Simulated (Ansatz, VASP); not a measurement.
**ZnS: VASP beside Ansatz**

INCAR

```
PREC = Accurate
ENCUT = 500
EDIFF = 1E-6
ISMEAR = 0
SIGMA = 0.01
LREAL = F
LASPH = T
NELM = 120
ALGO = Normal
ISIF = 2
LWAVE = F
LCHARG = T
GGA = PE
LELF = T
LVHAR = T
NBANDS = 16
GGA_COMPAT = F
```

File KPOINTS:

```
regular mesh
0
Gamma
  6 6 6
```

The input POSCAR:

```
ZnS
1.0
    0.0000000000      2.7748753366      2.7748753366
    2.7748753366      0.0000000000      2.7748753366
    2.7748753366      2.7748753366      0.0000000000
Zn S
1 1
Direct
    0.2500000000      0.2500000000      0.2500000000
    0.0000000000      0.0000000000      0.0000000000
```

Input for Ansatz:

```yaml
crystal:
  lattice:
    - [0.0, 2.7748753366, 2.7748753366]
    - [2.7748753366, 0.0, 2.7748753366]
    - [2.7748753366, 2.7748753366, 0.0]
  atoms:
    - { symbol: Zn, position: [0.25, 0.25, 0.25] }
    - { symbol: S, position: [0.0, 0.0, 0.0] }
kpoints:
  mp_grid: { grid: [6, 6, 6] }
hamiltonian:
  xc: pbe
scf:
  occupations: { method: fixed }
  n_extra_bands: 4
output:
  forces: true
  stress: true
  eigenvalues: true
```

Alike in both runs: task single point; functional PBE; k mesh 6 × 6 × 6; no spin polarisation.

|  | VASP | Ansatz |
| --- | --- | --- |
| version | VASP 6.6.1 | Ansatz 0.2.0 |
| potentials or method | VASP PAW PBE potentials, release 64 (Zn, S) | plane waves, PAW |
| plane-wave cutoff (eV) | 500 | 420 |
| occupations | gaussian, width 0.01 eV | fixed |
| valence electrons in the cell | 18 | 18 |

|  | VASP | Ansatz | Ansatz less VASP |
| --- | --- | --- | --- |
| gap on the k mesh at the Fermi level (eV) | 1.77 | 1.77 | -0.001 |
| pressure (GPa) | -3.4 | -3.5 | -0.10 |
